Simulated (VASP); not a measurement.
LuSi2, 3 atoms in the cell. The structure is orthorhombic, space group Cmmm (No. 65). Conventional cell: a = 4.089 Å, b = 7.083 Å, c = 3.796 Å, α = 90.00°, β = 90.00°, γ = 90.00°. Lu (site symmetry mmm) has 12 Si at 2.91 to 3.31 Å and 2 Lu at 3.80 Å within 3.8 Å. Si (site symmetry m2m) has 1 Si at 1.65 Å within 2.2 Å.  This cell differs from its parent crystal: shortest bond scaled by 0.7.

| Property | Result |
| --- | --- |
| Program | VASP 6.6.1 |
| Task | single point |
| Functional | PBEsol |
| Potentials or basis | VASP PAW PBE potentials, release 64 (Lu, Si) |
| Cutoff | 520 eV |
| k mesh | 9 × 9 × 8 |
| Occupations | fermi-dirac, width 0.05 eV |
| Spin | no spin polarisation |
| Dipole correction | no |
| Further INCAR settings | ALGO = Normal; EDIFF = 1e-06; NBANDS = 24 |

Potentials or basis: VASP PAW PBE potentials, release 64 (Lu, Si).

The run is started by

```sh
$ cat potpaw_PBE.64/Lu/POTCAR potpaw_PBE.64/Si/POTCAR > POTCAR
$ mpirun -np 1 vasp_std > vasp.out
```

Hardware: 1 thread of Oxide Virtual Turin-like Processor, with other jobs on the host.

Question: How long does it take, and how much memory?

Answer: Run time: 2.4 min on 1 thread of Oxide Virtual Turin-like Processor, with other jobs on the host, peak memory 0.26 GiB. Counts: scf iterations 12, k points 125.
